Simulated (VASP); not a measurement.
# Zr2N (P4_2/mnm) in VASP: further runs

Zr2N is run at these levels: LDA; tasks: single point.

Everything below comes from runs of VASP 6.6.1. Logs are shortened: lines on timing, memory, paths and dates and some standing lists are left out, and cuts for length are marked.

## 1. The cell of the first run

It takes space group P4_2/mnm (No. 136, tetragonal). Conventional cell: a = 5.336 Å, b = 5.336 Å, c = 3.248 Å, α = 90.00°, β = 90.00°, γ = 90.00°. Within 3.0 Å of Zr (site symmetry m2m) lie 3 N at 2.23 to 2.24 Å. N (site symmetry mmm) has 6 Zr at 2.23 to 2.24 Å within 3.0 Å.

## 2. Single point, LDA

INCAR reads:

```
  ALGO = Normal
  EDIFF = 1E-7
  ENCUT = 520
  GGA = CA
  ISIF = 2
  ISMEAR = 0
  LASPH = T
  LCHARG = F
  LREAL = F
  LWAVE = F
  NBANDS = 38
  NELM = 80
  PREC = Accurate
  SIGMA = 0.1
```

KPOINTS reads:

```
k-points
0
Gamma
  4 4 6
```

POSCAR reads:

```
Zr2N
1.0
    5.3364435238      0.0000000000      0.0000000000
    0.0000000000      5.3364435238      0.0000000000
    0.0000000000      0.0000000000      3.2475795893
Zr N
4 2
Direct
    0.2956247459      0.2956247459      0.0000000000
    0.7043752541      0.7043752541      0.0000000000
    0.7956247459      0.2043752541      0.5000000000
    0.2043752541      0.7956247459      0.5000000000
    0.0000000000      0.0000000000      0.0000000000
    0.5000000000      0.5000000000      0.5000000000
```

Potentials or basis: VASP PAW LDA potentials, release 64 (Zr_sv, N).

Run with:

```sh
cat potpaw_LDA.64/Zr_sv/POTCAR potpaw_LDA.64/N/POTCAR > POTCAR
mpirun -np 1 vasp_std > vasp.out
```

OUTCAR:

```text
EDIFF = 1E-7
   ENCUT = 520
   GGA = CA
   ISIF = 2
   ISMEAR = 0
   LASPH = T
   LREAL = F
   NELM = 80
   PREC = Accurate

 ion  position               nearest neighbor table
   1  0.296  0.296  0.000-   5 2.23   6 2.24   6 2.24   2 3.08   4 3.16   3 3.16   4 3.16   3 3.16
                             4 3.16   4 3.16   3 3.16   3 3.16   2 3.84   2 3.84
   2  0.704  0.704  0.000-   5 2.23   6 2.24   6 2.24   1 3.08   4 3.16   3 3.16   4 3.16   3 3.16
                             3 3.16   3 3.16   4 3.16   4 3.16   1 3.84   1 3.84
   3  0.796  0.204  0.500-   6 2.23   5 2.24   5 2.24   4 3.08   1 3.16   1 3.16   2 3.16   2 3.16
                             2 3.16   2 3.16   1 3.16   1 3.16   4 3.84   4 3.84
   4  0.204  0.796  0.500-   6 2.23   5 2.24   5 2.24   3 3.08   1 3.16   1 3.16   2 3.16   2 3.16
                             1 3.16   1 3.16   2 3.16   2 3.16   3 3.84   3 3.84
   5  0.000  0.000  0.000-   1 2.23   2 2.23   3 2.24   4 2.24   3 2.24   4 2.24
   6  0.500  0.500  0.500-   3 2.23   4 2.23   1 2.24   2 2.24   1 2.24   2 2.24

  LATTYP: Found a simple tetragonal cell.
 ALAT       =     5.3364435238
 C/A-ratio  =     0.6085662810

  Lattice vectors:

 A1 = (   5.3364435238,   0.0000000000,   0.0000000000)
 A2 = (   0.0000000000,   5.3364435238,   0.0000000000)
 A3 = (   0.0000000000,   0.0000000000,   3.2475795893)

Analysis of symmetry for initial positions (statically):
=====================================================================
 Subroutine PRICEL returns:
 Original cell was already a primitive cell.

 Routine SETGRP: Setting up the symmetry group for a
 simple tetragonal supercell.

 Subroutine GETGRP returns: Found 16 space group operations
 (whereof  8 operations were pure point group operations)
 out of a pool of 16 trial point group operations.

The static configuration has the point symmetry D_2h.
 The point group associated with its full space group is D_4h.

Analysis of symmetry for dynamics (positions and initial velocities):
=====================================================================
 Subroutine PRICEL returns:
 Original cell was already a primitive cell.

 Routine SETGRP: Setting up the symmetry group for a
 simple tetragonal supercell.

 Subroutine GETGRP returns: Found 16 space group operations
 (whereof  8 operations were pure point group operations)
 out of a pool of 16 trial point group operations.

The dynamic configuration has the point symmetry D_2h.
 The point group associated with its full space group is D_4h.

 Subroutine INISYM returns: Found 16 space group operations
 (whereof  8 operations are pure point group operations),
 and found     1 'primitive' translations

----------------------------------------------------------------------------------------

                                     Primitive cell

  volume of cell :      92.4834

  direct lattice vectors                    reciprocal lattice vectors
     5.336443524  0.000000000  0.000000000     0.187390721  0.000000000  0.000000000
     0.000000000  5.336443524  0.000000000     0.000000000  0.187390721  0.000000000
     0.000000000  0.000000000  3.247579589     0.000000000  0.000000000  0.307921630

  length of vectors
     5.336443524  5.336443524  3.247579589     0.187390721  0.187390721  0.307921630

  position of ions in fractional coordinates (direct lattice)
     0.295624746  0.295624746  0.000000000
     0.704375254  0.704375254  0.000000000
     0.795624746  0.204375254  0.500000000
     0.204375254  0.795624746  0.500000000
     0.000000000  0.000000000  0.000000000
     0.500000000  0.500000000  0.500000000

  ion indices of the primitive-cell ions
   primitive index   ion index
                 1           1
                 2           2
                 3           3
                 4           4
                 5           5
                 6           6

----------------------------------------------------------------------------------------

 KPOINTS: k-points

Automatic generation of k-mesh.
 Grid dimensions read from file:
 generate k-points for:    4    4    6

 Generating k-lattice:

  Cartesian coordinates                     Fractional coordinates (reciprocal lattice)
     0.046847680  0.000000000  0.000000000     0.250000000  0.000000000  0.000000000
     0.000000000  0.046847680  0.000000000     0.000000000  0.250000000  0.000000000
     0.000000000  0.000000000  0.051320272     0.000000000  0.000000000  0.166666667

  Length of vectors
     0.046847680  0.046847680  0.051320272

  Shift w.r.t. Gamma in fractional coordinates (k-lattice)
     0.000000000  0.000000000  0.000000000

 Subroutine IBZKPT returns following result:
 ===========================================

 Found     24 irreducible k-points:

 Following reciprocal coordinates:
            Coordinates               Weight
  0.000000  0.000000  0.000000      1.000000
  0.250000  0.000000  0.000000      4.000000
  0.500000  0.000000  0.000000      2.000000
  0.250000  0.250000  0.000000      4.000000
  0.500000  0.250000  0.000000      4.000000
  0.500000  0.500000  0.000000      1.000000
[... 16 lines left out ...]
  0.500000  0.250000  0.500000      4.000000
  0.500000  0.500000  0.500000      1.000000
   k-points           NKPTS =     24   k-points in BZ     NKDIM =     24   number of bands    NBANDS=     38
   number of dos      NEDOS =    301   number of ions     NIONS =      6
   total plane-waves  NPLWV =  38400
   dimension x,y,z NGX =    40 NGY =   40 NGZ =   24
   dimension x,y,z NGXF=    80 NGYF=   80 NGZF=   48
   ions per type =               4   2
   NGX,Y,Z   is equivalent  to a cutoff of  12.46, 12.46, 12.29 a.u.
   NGXF,Y,Z  is equivalent  to a cutoff of  24.92, 24.92, 24.57 a.u.
 SYSTEM =  unknown system
   PREC   = accura    normal or accurate (medium, high low for compatibility)
   ISTART =      0    job   : 0-new  1-cont  2-samecut
   ICHARG =      2    charge: 1-file 2-atom 10-const
   ISPIN  =      1    spin polarized calculation?
   LNONCOLLINEAR =      F non collinear calculations
   LSORBIT =      F    spin-orbit coupling
   LASPH  =      T    aspherical Exc in radial PAW
   ENCUT  =  520.0 eV  38.22 Ry    6.18 a.u.   9.92  9.92  6.04*2*pi/ulx,y,z
   NELM   =     80;   NELMIN=  2; NELMDL= -5     # of ELM steps
   EDIFF  = 0.1E-06   stopping-criterion for ELM
   LREAL  =      F    real-space projection
   EDIFFG = 0.1E-05   stopping-criterion for IOM
   NSW    =      0    number of steps for IOM
   IBRION =     -1    ionic relax: 0-MD 1-quasi-New 2-CG
   NFREE  =      0    steps in history (QN), initial steepest desc. (CG)
   ISIF   =      2    stress and relaxation
   ISYM   =      2    0-nonsym 1-usesym 2-fastsym
   POTIM  = 0.5000    time-step for ionic-motion
   TEBEG  =    0.0;   TEEND  =   0.0 temperature during run
   PSTRESS=    0.0 pullay stress
   NELECT =      58.0000    total number of electrons
   NUPDOWN=      -1.0000    fix difference up-down
   EMIN   =  10.00;   EMAX   =-10.00  energy-range for DOS
   EFERMI =   0.00;   METHOD = LEGACY
   ISMEAR =     0;   SIGMA  =   0.10  broadening in eV -4-tet -1-fermi 0-gaus
   EFERMI_NEDOS =   21; number of points for ismear=-14 and -15
   IALGO  =     38    algorithm
   IMIX   =      4    mixing-type and parameters
     AMIX     =   0.40;   BMIX     =  1.00
     AMIX_MAG =   1.60;   BMIX_MAG =  1.00
  volume/ion in A,a.u.               =      15.41       104.02
  Fermi-wavevector in a.u.,A,eV,Ry     =   1.401295  2.648064 26.716782  1.963628
  Thomas-Fermi vector in A             =   2.524171
   LORBIT       =      0    0 simple, 1 ext, 2 COOP (PROOUT), +10 PAW based schemes
   GGA     = CA    functional components
   LHFCALC =     F    Hartree Fock is set to
   AEXX    =    0.0000 exact exchange contribution
   IVDW    =     0    specifies the selected vdW correction
   LEPSILON=     F    determine dielectric tensor
   LRPA    =     F    only Hartree local field effects (RPA)
 non-spin polarized calculation
 Gauss-broadening in eV      SIGMA  =   0.10
  energy-cutoff  :      520.00
  volume of cell :       92.48
 maximum number of plane-waves:      2520
 NGX is ok and might be reduce to    40
   NGX = 19   NGY = 19   NGZ = 13

 number of electron      58.0000003 magnetization

 Free energy of the ion-electron system (eV)
  ---------------------------------------------------
  ext. energy  EPLUGINS =         0.00000000
  ---------------------------------------------------
  free energy    TOTEN  =       -63.94206159 eV

  energy without entropy =      -63.92706802  energy(sigma->0) =      -63.93456480

 E-fermi :   9.9757     XC(G=0): -12.1542

 val. band max:        9.9703447613   @ k =   0.2500   0.2500   0.1667
 cond. band min:      10.0342165174   @ k =   0.2500   0.2500   0.3333
 fundamental gap:      0.0638717560
 Fermi energy:         9.9757295683

 k-point     1 :       0.0000    0.0000    0.0000
  band No.  band energies     occupation
      1     -38.2735      2.00000
      2     -38.1013      2.00000
      3     -38.1013      2.00000
      4     -38.0274      2.00000
      5     -17.4883      2.00000
      6     -16.8077      2.00000
[... 30 lines left out ...]
     37      13.0012      0.00000
     38      13.1625      0.00000

 k-point     2 :       0.2500    0.0000    0.0000
  band No.  band energies     occupation
      1     -38.2502      2.00000
      2     -38.1297      2.00000
      3     -38.0891      2.00000
      4     -38.0356      2.00000
      5     -17.3720      2.00000
      6     -16.8365      2.00000
[... 30 lines left out ...]
     37      12.9405      0.00000
     38      13.8590      0.00000

 k-point     3 :       0.5000    0.0000    0.0000
  band No.  band energies     occupation
      1     -38.1921      2.00000
      2     -38.1921      2.00000
      3     -38.0606      2.00000
      4     -38.0606      2.00000
      5     -17.1049      2.00000
      6     -17.1049      2.00000
[... 30 lines left out ...]
     37      13.4256      0.00000
     38      13.4256      0.00000

 k-point     4 :       0.2500    0.2500    0.0000
  band No.  band energies     occupation
      1     -38.2285      2.00000
      2     -38.1257      2.00000
      3     -38.1040      2.00000
      4     -38.0472      2.00000
      5     -17.2617      2.00000
      6     -16.8120      2.00000
[... 30 lines left out ...]
     37      13.4483      0.00000
     38      13.7676      0.00000
[... 703 lines left out ...]
      4     -38.0585      2.00000
      5     -17.1511      2.00000
      6     -17.0416      2.00000
[... 30 lines left out ...]
     37      14.6030      0.00000
     38      15.0727      0.00000

 k-point    23 :       0.5000    0.2500    0.5000
  band No.  band energies     occupation
      1     -38.1003      2.00000
      2     -38.1003      2.00000
      3     -38.0600      2.00000
      4     -38.0600      2.00000
      5     -17.1767      2.00000
      6     -17.1767      2.00000
[... 30 lines left out ...]
     37      14.6748      0.00000
     38      14.6748      0.00000

 k-point    24 :       0.5000    0.5000    0.5000
  band No.  band energies     occupation
      1     -38.0993      2.00000
      2     -38.0993      2.00000
      3     -38.0609      2.00000
      4     -38.0609      2.00000
      5     -17.2627      2.00000
      6     -17.2627      2.00000
[... 30 lines left out ...]
     37      14.9764      0.00000
     38      14.9764      0.00000

------------------------ aborting loop because EDIFF is reached ----------------------------------------

  FORCE on cell =-STRESS in cart. coord.  units (eV):
  Direction    XX          YY          ZZ          XY          YZ          ZX
  --------------------------------------------------------------------------------------
  -------------------------------------------------------------------------------------
  Total        0.1736254      0.1736254      0.3406365      0.0000000      0.0000000      0.0000000
  in kB        3.0078773      3.0078773      5.9011694      0.0000000      0.0000000      0.0000000
  external PRESSURE =       3.9723080 kB  Pullay stress =       0.0000000 kB

 VOLUME and BASIS-vectors are now :
 -----------------------------------------------------------------------------
  energy-cutoff  :      520.00
  volume of cell :       92.48
      direct lattice vectors                 reciprocal lattice vectors
     5.336443524  0.000000000  0.000000000     0.187390721  0.000000000  0.000000000
     0.000000000  5.336443524  0.000000000     0.000000000  0.187390721  0.000000000
     0.000000000  0.000000000  3.247579589     0.000000000  0.000000000  0.307921630

 POSITION                                       TOTAL-FORCE (eV/Angst)
 -----------------------------------------------------------------------------------
      1.57758      1.57758      0.00000        -0.002768     -0.002768     -0.000000
      3.75886      3.75886      0.00000         0.002768      0.002768      0.000000
      4.24581      1.09064      1.62379        -0.002768      0.002768      0.000000
      1.09064      4.24581      1.62379         0.002768     -0.002768     -0.000000
      0.00000      0.00000      0.00000         0.000000     -0.000000      0.000000
      2.66822      2.66822      1.62379         0.000000     -0.000000      0.000000
 -----------------------------------------------------------------------------------
    total drift:                                0.000000     -0.000000      0.000000

  FREE ENERGIE OF THE ION-ELECTRON SYSTEM (eV)
  ---------------------------------------------------
  free  energy   TOTEN  =       -63.9420615891 eV

  energy  without entropy=      -63.9270680169  energy(sigma->0) =      -63.93456480
```

Run time: 53 s. Hardware: 1 thread of Intel Xeon Platinum 8375C at 2.90GHz (Ice Lake), shared host; peak memory 0.2 GiB.

Results:

* Free energy: -63.9421 eV
* Pressure: 0.4 GPa
* Largest force: 0.004 eV/Å
* Band gap on the k mesh: zero (band 29 reaches 11.52 eV, above the bottom of band 30 at 8.90 eV)

Forces in eV/Å, atoms in the order of the input:
```
Zr  -0.003 -0.003  0.000
Zr   0.003  0.003  0.000
Zr  -0.003  0.003  0.000
Zr   0.003 -0.003  0.000
N    0.000  0.000  0.000
N    0.000  0.000  0.000
```

Stress tensor (GPa, compression positive):
```
0.30 0.00 0.00
0.00 0.30 0.00
0.00 0.00 0.59
```

(Continued in part 2 of 2.)
